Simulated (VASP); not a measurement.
BiTe3:

```
Bi Te
1.0
     5.07777    0.00000    0.00000
     0.00000    5.07777    0.00000
     0.00000    0.00000    5.07777
Bi Te
1 3
Direct
  0.00000 0.00000 0.00000
  0.00000 0.50000 0.50000
  0.50000 0.00000 0.50000
  0.50000 0.50000 0.00000
```

* Program: VASP 6.6.1
* Task: relaxation of cell and atoms
* Functional: PBE
* Potentials or basis: VASP PAW PBE potentials, release 64 (Bi_d, Te)
* Cutoff: 600 eV
* k mesh: 4 × 4 × 4
* Occupations: gaussian, width 0.1 eV
* Spin: no spin polarisation

At the start: pressure -4.1 GPa; volume 32.73 Å³/atom.

**Question.** How do energy, volume and symmetry change on relaxing?

**Answer.** Over 3 steps the energy falls by 45.6 meV/atom and the volume is 29.49 Å³/atom (-9.9 %); space group Pm-3m (No. 221, to 0.05 Å).

Step by step:
| step | energy change (eV) | largest force (eV/Å) | pressure (GPa) | volume (Å³) |
| --- | --- | --- | --- | --- |
| 1 | 0.0000 | 0.0000 | -4.10 | 130.92 |
| 2 | -0.1750 | 0.0000 | 1.05 | 115.68 |
| 3 | -0.1824 | 0.0000 | 0.01 | 117.97 |

Final structure:
```
CELL_PARAMETERS angstrom
4.90452 0.00000 0.00000
0.00000 4.90452 0.00000
0.00000 0.00000 4.90452
ATOMIC_POSITIONS crystal
Bi 0.00000 0.00000 0.00000
Te 0.00000 0.50000 0.50000
Te 0.50000 0.00000 0.50000
Te 0.50000 0.50000 0.00000
```
